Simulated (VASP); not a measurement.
# BN: single point with PBEsol

The system is BN.

```xyz
4
Lattice="2.5853 0.0000 0.0000 -1.2926 2.2389 0.0000 0.0000 0.0000 6.8907" Properties=species:S:1:pos:R:3 pbc="T T T"
B     0.0000    0.0000    3.4453
B     0.0000    1.4926    0.0000
N     0.0000    0.0000    0.0000
N     1.2926    0.7463    3.4453
```

This cell differs from its parent crystal: strain +0.030 along x and y, +0.030 along z.

- Program: VASP 6.6.1
- Task: single point
- Functional: PBEsol
- Potentials or basis: VASP PAW PBE potentials, release 64 (B, N)
- Cutoff: 520 eV
- k mesh: 12 × 12 × 4
- Occupations: gaussian, width 0.05 eV
- Spin: no spin polarisation
- Dipole correction: no
- Further INCAR settings: ALGO = Normal; EDIFF = 1e-07; NBANDS = 16

```json
{
  "Pressure": "-19.0 GPa",
  "Band gap on the k mesh": "4.13 eV, indirect (least direct gap 4.21 eV)"
}
```

Stress tensor (GPa, compression positive):
```
-28.55   0.00   0.00
  0.00 -28.55   0.00
  0.00   0.00  -0.02
```

Levels at points of the mesh, in eV from the valence-band top:
```tsv
k point	band 6	band 7	band 8	band 9	band 10	band 11
(0.00, 0.00, 0.00)	-1.49	-1.40	-1.40	4.76	9.35	10.48
(0.50, 0.00, 0.00)	-3.96	-1.19	-0.65	4.13	5.11	8.63
(0.00, 0.00, 0.50)	-1.49	-1.40	-1.40	6.83	6.86	10.70
(0.50, 0.00, 0.50)	-3.97	-0.93	-0.84	4.37	4.43	8.79
```

Wall time 30 s on 1 thread of Intel(R) Xeon(R) Platinum 8259CL CPU @ 2.50GHz (Skylake/Cascade Lake) (shared host), peak memory 0.16 GiB.

Caveat: the cell differs from its parent crystal (strain +0.030 along x and y, +0.030 along z); the PAW data sets were made with another functional, which shifts forces and pressure a little; this functional lacks dispersion, which binds the layers, so the pressure and a relaxed spacing across them are unreliable. A k mesh can miss the band edges.
